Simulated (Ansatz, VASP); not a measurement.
## One calculation of HfN, two programs

The input INCAR:

```
ALGO = Normal
EDIFF = 1E-7
ENCUT = 520
GGA = PE
ISIF = 2
ISMEAR = 0
LASPH = T
LCHARG = F
LREAL = F
LWAVE = F
NBANDS = 14
NELM = 80
PREC = Accurate
SIGMA = 0.15
```

Contents of KPOINTS:

```
k-points
0
Gamma
  16 16 16
```

File POSCAR:

```
HfN
1.0
    0.0000000000      2.4548220000      2.4548220000
    2.4548220000      0.0000000000      2.4548220000
    2.4548220000      2.4548220000      0.0000000000
Hf N
1 1
Direct
   -0.0101840378     -0.0101840378      0.0101840378
    0.7500000000      0.7500000000      0.7500000000
```

Input for Ansatz:

```yaml
crystal:
  lattice:
    - [0.0, 2.454822, 2.454822]
    - [2.454822, 0.0, 2.454822]
    - [2.454822, 2.454822, 0.0]
  atoms:
    - { symbol: Hf, position: [-0.0101840378, -0.0101840378, 0.0101840378] }
    - { symbol: "N", position: [0.75, 0.75, 0.75] }
basis:
  ecutwfc: 420
kpoints:
  mp_grid: { grid: [16, 16, 16] }
hamiltonian:
  xc: pbe
scf:
  occupations: { method: gaussian, width: 0.15 }
output:
  forces: true
  stress: true
  eigenvalues: true
```

Change from the starting cell: all Hf atoms moved -0.050 Å, as atom 1 along Cartesian [0 0 1].

Alike in both runs: task single point; functional PBE; k mesh 16 × 16 × 16; occupations gaussian, width 0.15 eV; no spin polarisation.

```csv
,VASP,Ansatz
version,VASP 6.6.1,Ansatz 0.2.0
potentials or method,"VASP PAW PBE potentials, release 64 (Hf_pv, N), cutoff 520 eV","scalar-relativistic, plane waves, PAW"
valence electrons in the cell,15,31
```

```csv
,VASP,Ansatz,Ansatz less VASP
gap on the k mesh at the Fermi level (eV),none,none,-
pressure (GPa),-0.1,1.0,+1.04
"traceless stress, the component that is largest in VASP (GPa)",2.75,2.77,+0.023
rms of the force components (eV/Å),0.335,0.335,+0.0004
```

Atom by atom the forces differ by 0.000 eV/Å (rms over components). A gap of «none» marks a metal or a gap that the smearing closes. VASP's potentials hold 15 valence electrons a cell and Ansatz's 31, so a difference there can come from the potentials and not from the codes.

Neither program's run includes spin-orbit coupling.
